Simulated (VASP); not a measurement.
Runs of VASP 6.6.1 on In. The structure is that of space group P6_3/mmc (No. 194), or close to it. The cells are those of the table. 

```csv
cell,k mesh,gap on the mesh (eV),pressure (GPa)
"a = 3.457, b = 3.457, c = 5.611 Å, angles 90.0, 90.0, 120.0°, 2 atoms",17 × 17 × 9,none,(b)
"a = 3.547, b = 3.547, c = 5.757 Å, angles 90.0, 90.0, 120.0°, 2 atoms",12 × 12 × 7,none,-1.9
"a = 3.363, b = 3.363, c = 5.457 Å, angles 90.0, 90.0, 120.0°, 2 atoms",12 × 12 × 7,none,2.9
"a = 3.313, b = 3.313, c = 5.377 Å, angles 90.0, 90.0, 120.0°, 2 atoms",12 × 12 × 7,none,(a)
"a = 3.457, b = 3.457, c = 5.611 Å, angles 90.0, 90.0, 120.0°, 2 atoms",12 × 12 × 7,none,-0.1
```

Alike in all rows: task single point; level RPBE; potentials or basis VASP PAW PBE potentials, release 64 (In_d); no spin polarisation; cutoff (eV) 520; smearing fermi-dirac 0.1 eV.

Question: Fill in the values left out.

Answer: (a) 5.1; (b) 0.0.

Caveats: the PAW data sets were made with another functional, which shifts forces and pressure a little; spin-orbit coupling is left out, which moves the levels of the heavy elements.

A k mesh can miss the band edges, and the runs leave out spin-orbit coupling on In.

A gap of «none» marks levels without a gap at the run's occupations.
